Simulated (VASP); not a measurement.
# CuO (C2/c) in VASP: a series of runs, part 2 of 2

VASP 6.6.1. The steps go on from the part before.

### 3 Single point, PBE+U, collinear spin, ferromagnetic start

The input, INCAR:

```
ALGO = Normal
EDIFF = 1E-6
ENCUT = 520
GGA = PE
ISIF = 2
ISMEAR = 0
ISPIN = 2
LASPH = T
LCHARG = T
LDAU = T
LDAUJ = 0 0
LDAUL = 2 -1
LDAUPRINT = 1
LDAUTYPE = 2
LDAUU = 5 0
LELF = T
LMAXMIX = 4
LORBIT = 11
LREAL = F
LVHAR = T
LWAVE = F
MAGMOM = 0.69 0.69 0.36 0.36
NBANDS = 29
NELM = 150
PREC = Accurate
SIGMA = 0.05
```

The input, KPOINTS:

```
k-points
0
Gamma
  7 7 4
```

The input, POSCAR:

```
CuO
1.0
    2.3418496200     -1.7112997200      0.0000000000
    2.3418496200      1.7112997200      0.0000000000
   -0.8500298600      0.0000000000      5.0578691900
Cu O
2 2
Direct
    0.0000000000      0.5000000000      0.0000000000
    0.5000000000      0.0000000000      0.5000000000
    0.5816000000      0.4184000000      0.2500000000
    0.4184000000      0.5816000000      0.7500000000
```

Potentials or basis: VASP PAW PBE potentials, release 64 (Cu, O).

Started as:

```bash
$ cat potpaw_PBE.64/Cu/POTCAR potpaw_PBE.64/O/POTCAR > POTCAR
$ mpirun -np 1 vasp_std > vasp.out
```

OUTCAR:

```text
EDIFF = 1E-6
   ENCUT = 520
   GGA = PE
   ISIF = 2
   ISMEAR = 0
   ISPIN = 2
   LASPH = T
   LORBIT = 11
   LREAL = F
   NELM = 150
   PREC = Accurate

 ion  position               nearest neighbor table
   1  0.000  0.500  0.000-   3 1.95   4 1.95   4 1.96   3 1.96
   2  0.500  0.000  0.500-   4 1.95   3 1.95   4 1.96   3 1.96
   3  0.582  0.418  0.250-   2 1.95   1 1.95   2 1.96   1 1.96
   4  0.418  0.582  0.750-   1 1.95   2 1.95   2 1.96   1 1.96

  LATTYP: Found a base centered monoclinic cell.
 ALAT       =     4.6836992400
 B/A-ratio  =     0.7307470580
 C/A-ratio  =     1.0950319264
 COS(beta)  =    -0.1657365907

  Lattice vectors:

 A1 = (   2.3418496200,  -1.7112997200,   0.0000000000)
 A2 = (   2.3418496200,   1.7112997200,   0.0000000000)
 A3 = (  -0.8500298600,   0.0000000000,   5.0578691900)
[... 1813 lines left out ...]
     28      23.7852      0.00000
     29      25.6329      0.00000

 [... further k-points ...]

------------------------ aborting loop because EDIFF is reached ----------------------------------------

  FORCE on cell =-STRESS in cart. coord.  units (eV):
  Direction    XX          YY          ZZ          XY          YZ          ZX
  --------------------------------------------------------------------------------------
  -------------------------------------------------------------------------------------
  Total        0.8773976      1.1405070      1.1057092      0.0000000      0.0000000      0.1260947
  in kB       34.6756295     45.0739763     43.6987308      0.0000000      0.0000000      4.9833867
  external PRESSURE =      41.1494455 kB  Pullay stress =       0.0000000 kB

 VOLUME and BASIS-vectors are now :
 -----------------------------------------------------------------------------
  energy-cutoff  :      520.00
  volume of cell :       40.54
      direct lattice vectors                 reciprocal lattice vectors
     2.341849620 -1.711299720  0.000000000     0.213506451 -0.292175587  0.035882078
     2.341849620  1.711299720  0.000000000     0.213506451  0.292175587  0.035882078
    -0.850029860  0.000000000  5.057869190     0.000000000  0.000000000  0.197711717

 POSITION                                       TOTAL-FORCE (eV/Angst)
 -----------------------------------------------------------------------------------
      1.17092      0.85565      0.00000         0.000000     -0.000000     -0.000000
      0.74591     -0.85565      2.52893         0.000000     -0.000000     -0.000000
      2.12934     -0.27928      1.26447        -0.000000      0.030918      0.000000
      1.70433      0.27928      3.79340        -0.000000     -0.030918     -0.000000
 -----------------------------------------------------------------------------------
    total drift:                                0.000000      0.000000     -0.000000

  FREE ENERGIE OF THE ION-ELECTRON SYSTEM (eV)
  ---------------------------------------------------
  free  energy   TOTEN  =       -16.6752901648 eV

  energy  without entropy=      -16.6752901648  energy(sigma->0) =      -16.67529016

 total charge

# of ion       s       p       d       tot
------------------------------------------
    1        0.377   0.391   9.149   9.917
    2        0.377   0.391   9.149   9.917
    3        1.556   3.445   0.000   5.002
    4        1.556   3.445   0.000   5.002
--------------------------------------------------
tot          3.866   7.673  18.297  29.836

 magnetization (x)

# of ion       s       p       d       tot
------------------------------------------
    1       -0.003   0.003   0.681   0.681
    2       -0.003   0.003   0.681   0.681
    3        0.019   0.263   0.000   0.282
    4        0.019   0.263   0.000   0.282
--------------------------------------------------
tot          0.032   0.531   1.362   1.926
```

Run time: 1.7 min. Hardware: 1 thread of AMD EPYC 9R45 (Zen 5), shared host; peak memory 0.21 GiB.

What came out:

| Quantity | Value |
| --- | --- |
| Free energy | -16.6753 eV |
| Pressure | 4.1 GPa |
| Largest force | 0.031 eV/Å |
| Band gap on the k mesh | 0.41 eV, indirect (least direct gap 0.42 eV) |
| Net moment | 2.00 μB per cell |
| Site moments | Cu +0.68; O +0.28 μB |
| Valence electrons inside the program's atomic spheres | Cu 9.92; O 5.00 |

Forces on the atoms (eV/Å):
```
Cu   0.000  0.000  0.000
Cu   0.000  0.000  0.000
O    0.000  0.031  0.000
O    0.000 -0.031  0.000
```

Levels at points of the mesh, in eV from the valence-band top:
Spin up:
```tsv
k point	band 16	band 17	band 18	band 19	band 20	band 21
(0.00, 0.00, 0.00)	-2.14	-0.58	-0.07	1.78	6.53	8.37
(0.00, 0.00, 0.50)	-1.93	-0.70	-0.70	4.13	4.13	11.98
```
Spin down:
```
           k point  band 14  band 15  band 16  band 17  band 18  band 19
(0.00, 0.00, 0.00)    -2.11    -2.04    -1.57     1.54     2.07     2.42
(0.00, 0.00, 0.50)    -3.11    -1.42    -1.42     1.82     1.82     4.43
```

Eigenvalues of the final occupation matrices:
```
    site  spin  trace               eigenvalues
site 1 d     1   4.93  0.96 0.97 0.98 0.98 1.03
site 1 d     2   4.24  0.37 0.96 0.97 0.97 0.98
site 2 d     1   4.93  0.96 0.97 0.98 0.98 1.03
site 2 d     2   4.24  0.37 0.96 0.97 0.97 0.98
```

A k mesh can miss the band edges. The state reached can hang on the start; a lower one may exist.

### 4 Single point, PBE+U, collinear spin, ferromagnetic start

The input, INCAR:

```
SYSTEM = CuO
PREC = Accurate ; ENCUT = 520
EDIFF = 1E-6 ; ISMEAR = 0
SIGMA = 0.05 ; LREAL = .False.
LASPH = .True. ; NELM = 150
ALGO = Normal ; ISIF = 2
LWAVE = .False. ; LCHARG = .True.
ISPIN = 2 ; MAGMOM = 0.69 0.69 0.36 0.36
LORBIT = 11 ; LMAXMIX = 4
LDAU = .True. ; LDAUTYPE = 2
LDAUL = 2 -1 ; LDAUU = 5 0
LDAUJ = 0 0 ; LDAUPRINT = 1
GGA = PE ; LELF = .True.
LVHAR = .True. ; NBANDS = 29
```

The input, KPOINTS:

```
Automatic mesh
0
Gamma
  7 7 4
  0 0 0
```

POSCAR is that of step 3.

Started as:

```bash
$ cat potpaw_PBE.64/Cu/POTCAR potpaw_PBE.64/O/POTCAR > POTCAR
$ mpirun -np 1 vasp_std > vasp.out
```

Wall time 1.8 min (1 thread of AMD EPYC 9R45 (Zen 5), shared host); peak memory 0.21 GiB.

It converged, with:

| Item | Value |
| --- | --- |
| Free energy | -16.6753 eV |
| Pressure | 4.1 GPa |
| Largest force | 0.031 eV/Å |
| Band gap on the k mesh | 0.41 eV, indirect (least direct gap 0.42 eV) |
| Net moment | 2.00 μB per cell |
| Site moments | Cu +0.68; O +0.28 μB |
| Valence electrons inside the program's atomic spheres | Cu 9.92; O 5.00 |

Forces in eV/Å, atoms in the order of the input:
```
Cu   0.000  0.000  0.000
Cu   0.000  0.000  0.000
O    0.000  0.031  0.000
O    0.000 -0.031  0.000
```

Stress tensor (GPa, compression positive):
```
3.47 0.00 0.50
0.00 4.51 0.00
0.50 0.00 4.37
```

Levels at points of the mesh, in eV from the valence-band top:
Spin up:
```tsv
k point	band 16	band 17	band 18	band 19	band 20	band 21
(0.00, 0.00, 0.00)	-2.14	-0.58	-0.07	1.78	6.53	8.37
(0.00, 0.00, 0.50)	-1.93	-0.70	-0.70	4.13	4.13	11.98
```
Spin down:
| k point | band 14 | band 15 | band 16 | band 17 | band 18 | band 19 |
| --- | --- | --- | --- | --- | --- | --- |
| (0.00, 0.00, 0.00) | -2.11 | -2.04 | -1.57 | 1.54 | 2.07 | 2.42 |
| (0.00, 0.00, 0.50) | -3.11 | -1.42 | -1.42 | 1.82 | 1.82 | 4.43 |

Eigenvalues of the final occupation matrices:
```tsv
site	spin	trace	eigenvalues
site 1 d	1	4.93	0.96 0.97 0.98 0.98 1.03
site 1 d	2	4.24	0.37 0.96 0.97 0.97 0.98
site 2 d	1	4.93	0.96 0.97 0.98 0.98 1.03
site 2 d	2	4.24	0.37 0.96 0.97 0.97 0.98
```

### 5 Single point, PBE+U, collinear spin, zero start

The input, INCAR:

```
SYSTEM = CuO
  PREC = Accurate
  ENCUT = 520
  EDIFF = 1E-6
  ISMEAR = 0
  SIGMA = 0.05
  LREAL = .FALSE.
  LASPH = .TRUE.
  NELM = 150
  ALGO = Normal
  ISIF = 2
  LWAVE = .FALSE.
  LCHARG = .TRUE.
  ISPIN = 2
  MAGMOM = 0 0 0 0
  LORBIT = 11
  LMAXMIX = 4
  LDAU = .TRUE.
  LDAUTYPE = 2
  LDAUL = 2 -1
  LDAUU = 5 0
  LDAUJ = 0 0
  LDAUPRINT = 1
  GGA = PE
  LELF = .TRUE.
  LVHAR = .TRUE.
  NBANDS = 29
```

The input, KPOINTS:

```
regular mesh
0
G
  7 7 4
  0 0 0
```

POSCAR is that of step 4.

Started as:

```bash
$ cat potpaw_PBE.64/Cu/POTCAR potpaw_PBE.64/O/POTCAR > POTCAR
$ mpirun -np 1 vasp_std > vasp.out
```

Wall time 96 s (1 thread of AMD EPYC 9R45 (Zen 5), shared host); peak memory 0.21 GiB.

It converged, with:

```
Free energy                                           : -16.2383 eV
Pressure                                              : 2.4 GPa
Largest force                                         : 0.224 eV/Å
Band gap on the k mesh                                : zero (filled and empty bands overlap)
Net moment                                            : 0.00 μB per cell
Valence electrons inside the program's atomic spheres : Cu 10.02; O 4.95
```

Forces in eV/Å, atoms in the order of the input:
```
Cu   0.000  0.000  0.000
Cu   0.000  0.000  0.000
O    0.000  0.224  0.000
O    0.000 -0.224  0.000
```

Stress tensor (GPa, compression positive):
```
 2.58  0.00 -0.56
 0.00  3.35  0.00
-0.56  0.00  1.32
```

Levels at points of the mesh, in eV from the Fermi level:
Spin up:
```
           k point  band 14  band 15  band 16  band 17  band 18  band 19  band 20  band 21
(0.00, 0.00, 0.00)    -2.73    -2.49    -2.31     0.24     0.98     1.98     6.59     8.48
(0.00, 0.00, 0.50)    -2.90    -1.81    -1.81     0.33     0.33     4.25     4.25    12.10
```
Spin down:
```csv
k point,band 15,band 16,band 17,band 18,band 19,band 20
"(0.00, 0.00, 0.00)",-2.49,-2.31,0.24,0.98,1.98,6.59
"(0.00, 0.00, 0.50)",-1.81,-1.81,0.33,0.33,4.25,4.25
```

Eigenvalues of the final occupation matrices:
| site | spin | trace | eigenvalues |
| --- | --- | --- | --- |
| site 1 d | 1 | 4.65 | 0.79 0.95 0.97 0.97 0.98 |
| site 1 d | 2 | 4.65 | 0.79 0.95 0.97 0.97 0.98 |
| site 2 d | 1 | 4.65 | 0.79 0.95 0.97 0.97 0.98 |
| site 2 d | 2 | 4.65 | 0.79 0.95 0.97 0.97 0.98 |
